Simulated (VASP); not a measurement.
# NiSb (P6_3/mmc) in VASP: single point with PBE

Aim: the single point of NiSb with PBE.

Program: VASP 6.6.1. These are calculated values, not measurements. Logs are shortened: lines on timing, memory, paths and dates and some standing lists are left out, and cuts for length are marked.

## 1. The cell of the first run

Symmetry: P6_3/mmc, No. 194, hexagonal system. Conventional cell: a = 3.940 Å, b = 3.940 Å, c = 5.140 Å, α = 90.00°, β = 90.00°, γ = 120.00°. Ni (site symmetry -3m) has 2 Ni at 2.57 Å and 6 Sb at 2.61 Å within 3.4 Å. Sb (site symmetry -6m2) has 6 Ni at 2.61 Å within 3.4 Å.

## 2. Single point, PBE, collinear spin, ferromagnetic start

Input file INCAR:

```
SYSTEM = NiSb
  PREC = Accurate
  ENCUT = 520
  EDIFF = 1E-7
  ISMEAR = -1
  SIGMA = 0.05
  LREAL = .False.
  LASPH = .True.
  NELM = 150
  ALGO = Normal
  ISIF = 2
  LWAVE = .False.
  LCHARG = .False.
  ISPIN = 2
  MAGMOM = 1.5 1.5 0 0
  LORBIT = 11
  LMAXMIX = 4
  GGA = PE
  NBANDS = 27
```

Input file KPOINTS:

```
Automatic mesh
0
Gamma
  10 10 7
  0 0 0
```

Input file POSCAR:

```
NiSb
1.0
    3.9399999606      0.0000000000      0.0000000000
   -1.9699999803      3.4121400568      0.0000000000
    0.0000000000      0.0000000000      5.1400000000
Ni Sb
2 2
Direct
    0.0000000000      0.0000000000      0.0000000000
    0.0000000000      0.0000000000      0.5000000000
    0.3333333333      0.6666666667      0.2500000000
    0.6666666667      0.3333333333      0.7500000000
```

Potentials or basis: VASP PAW PBE potentials, release 64 (Ni, Sb).

Launch:

```console
$ cat potpaw_PBE.64/Ni/POTCAR potpaw_PBE.64/Sb/POTCAR > POTCAR
$ mpirun -np 1 vasp_std > vasp.out
```

OUTCAR:

```text
SYSTEM = NiSb
   PREC = Accurate
   ENCUT = 520
   EDIFF = 1E-7
   ISMEAR = -1
   LREAL = .False.
   LASPH = .True.
   NELM = 150
   ISIF = 2
   ISPIN = 2
   LORBIT = 11
   GGA = PE

 ion  position               nearest neighbor table
   1  0.000  0.000  0.000-   2 2.57   2 2.57   4 2.61   3 2.61   4 2.61   3 2.61   4 2.61   3 2.61

   2  0.000  0.000  0.500-   1 2.57   1 2.57   4 2.61   3 2.61   4 2.61   3 2.61   4 2.61   3 2.61

   3  0.333  0.667  0.250-   1 2.61   2 2.61   1 2.61   2 2.61   1 2.61   2 2.61   4 3.43   4 3.43
                             4 3.43   4 3.43   4 3.43   4 3.43
   4  0.667  0.333  0.750-   1 2.61   2 2.61   1 2.61   2 2.61   1 2.61   2 2.61   3 3.43   3 3.43
                             3 3.43   3 3.43   3 3.43   3 3.43

  LATTYP: Found a hexagonal cell.
 ALAT       =     3.9399999606
 C/A-ratio  =     1.3045685410

  Lattice vectors:

 A1 = (   3.9399999606,   0.0000000000,   0.0000000000)
 A2 = (  -1.9699999803,   3.4121400568,   0.0000000000)
 A3 = (   0.0000000000,   0.0000000000,   5.1400000000)

Analysis of symmetry for initial positions (statically):
=====================================================================
 Subroutine PRICEL returns:
 Original cell was already a primitive cell.

 Routine SETGRP: Setting up the symmetry group for a
 hexagonal supercell.

 Subroutine GETGRP returns: Found 24 space group operations
 (whereof 12 operations were pure point group operations)
 out of a pool of 24 trial point group operations.

The static configuration has the point symmetry D_3d.
 The point group associated with its full space group is D_6h.

Analysis of symmetry for dynamics (positions and initial velocities):
=====================================================================
 Subroutine PRICEL returns:
 Original cell was already a primitive cell.

 Routine SETGRP: Setting up the symmetry group for a
 hexagonal supercell.

 Subroutine GETGRP returns: Found 24 space group operations
 (whereof 12 operations were pure point group operations)
 out of a pool of 24 trial point group operations.

The dynamic configuration has the point symmetry D_3d.
 The point group associated with its full space group is D_6h.

Analysis of structural, dynamic, and magnetic symmetry:
=====================================================================
 Subroutine PRICEL returns:
 Original cell was already a primitive cell.

 Routine SETGRP: Setting up the symmetry group for a
 hexagonal supercell.

 Subroutine GETGRP returns: Found 24 space group operations
 (whereof 12 operations were pure point group operations)
 out of a pool of 24 trial point group operations.

The overall configuration has the point symmetry D_3d.
[... 129 lines left out ...]
   GGA     = PE    functional components
   LHFCALC =     F    Hartree Fock is set to
   AEXX    =    0.0000 exact exchange contribution
   IVDW    =     0    specifies the selected vdW correction
   LEPSILON=     F    determine dielectric tensor
   LRPA    =     F    only Hartree local field effects (RPA)
 spin polarized calculation
  energy-cutoff  :      520.00
  volume of cell :       69.10
 maximum number of plane-waves:      1903
 NGX is ok and might be reduce to    30
   NGX = 15   NGY = 15   NGZ = 19

 number of electron      30.0000030 magnetization       0.0000784

 number of electron      30.0000030 magnetization      -0.0000136

 Free energy of the ion-electron system (eV)
  ---------------------------------------------------
  ext. energy  EPLUGINS =         0.00000000
  ---------------------------------------------------
  free energy    TOTEN  =       -20.30501042 eV

  energy without entropy =      -20.28609751  energy(sigma->0) =      -20.29555397

 E-fermi :   9.8902     XC(G=0): -11.4816

 val. band max:        9.8766856529   @ k =   0.0000   0.0000   0.0000
 cond. band min:       9.8958930126   @ k =   0.2000   0.2000   0.2857
 fundamental gap:      0.0192073597
 Fermi energy:         9.8901670609

 spin component 1

 k-point     1 :       0.0000    0.0000    0.0000
  band No.  band energies     occupation
      1      -2.9961      1.00000
      2       1.4997      1.00000
      3       3.7151      1.00000
      4       6.0279      1.00000
      5       6.0279      1.00000
      6       6.7894      1.00000
[... 709 lines left out ...]
     26      22.5818      0.00000
     27      23.1243      0.00000

 [... further k-points ...]

 spin component 2

 k-point     1 :       0.0000    0.0000    0.0000
  band No.  band energies     occupation
      1      -2.9961      1.00000
      2       1.4997      1.00000
      3       3.7151      1.00000
      4       6.0279      1.00000
      5       6.0279      1.00000
      6       6.7893      1.00000
[... 709 lines left out ...]
     26      22.5818      0.00000
     27      23.1243      0.00000

 [... further k-points ...]
[... 5 lines left out ...]
  --------------------------------------------------------------------------------------
  -------------------------------------------------------------------------------------
  Total        1.1097622      1.1097622      0.9599381      0.0000000     -0.0000000      0.0000000
  in kB       25.7308605     25.7308605     22.2570517      0.0000000     -0.0000000      0.0000000
  external PRESSURE =      24.5729242 kB  Pullay stress =       0.0000000 kB

 VOLUME and BASIS-vectors are now :
 -----------------------------------------------------------------------------
  energy-cutoff  :      520.00
  volume of cell :       69.10
      direct lattice vectors                 reciprocal lattice vectors
     3.939999961  0.000000000  0.000000000     0.253807109  0.146535603  0.000000000
    -1.969999980  3.412140057  0.000000000     0.000000000  0.293071206  0.000000000
     0.000000000  0.000000000  5.140000000     0.000000000  0.000000000  0.194552529

 POSITION                                       TOTAL-FORCE (eV/Angst)
 -----------------------------------------------------------------------------------
      0.00000      0.00000      0.00000         0.000000      0.000000     -0.000000
      0.00000      0.00000      2.57000        -0.000000      0.000000     -0.000000
     -0.00000      2.27476      1.28500        -0.000000     -0.000000      0.000000
      1.97000      1.13738      3.85500         0.000000      0.000000     -0.000000
 -----------------------------------------------------------------------------------
    total drift:                                0.000000     -0.000000     -0.000000

  FREE ENERGIE OF THE ION-ELECTRON SYSTEM (eV)
  ---------------------------------------------------
  free  energy   TOTEN  =       -20.3050104231 eV

  energy  without entropy=      -20.2860975124  energy(sigma->0) =      -20.29555397

 total charge

# of ion       s       p       d       tot
------------------------------------------
    1        0.447   0.477   8.461   9.384
    2        0.447   0.477   8.461   9.384
    3        1.133   1.217   0.074   2.425
    4        1.133   1.217   0.074   2.425
--------------------------------------------------
tot          3.159   3.388  17.070  23.618

 magnetization (x)

# of ion       s       p       d       tot
------------------------------------------
    1       -0.000   0.000  -0.000  -0.000
    2       -0.000   0.000  -0.000  -0.000
    3        0.000  -0.000   0.000  -0.000
    4        0.000  -0.000   0.000  -0.000
--------------------------------------------------
tot         -0.000  -0.000  -0.000  -0.000
```

Wall time 1.8 min (1 thread of Intel Xeon 6975P-C (Granite Rapids), shared host); peak memory 0.31 GiB.

What came out:

- Free energy: -20.3050 eV
- Pressure: 2.5 GPa
- Band gap on the k mesh: zero (filled and empty bands overlap)
- Net moment: 0.00 μB per cell
- Valence electrons inside the program's atomic spheres: Ni 9.38; Sb 2.42

Caveat: the starting moments collapsed, and a magnetic state may lie lower; spin-orbit coupling is left out, which moves the levels of the heavy elements.
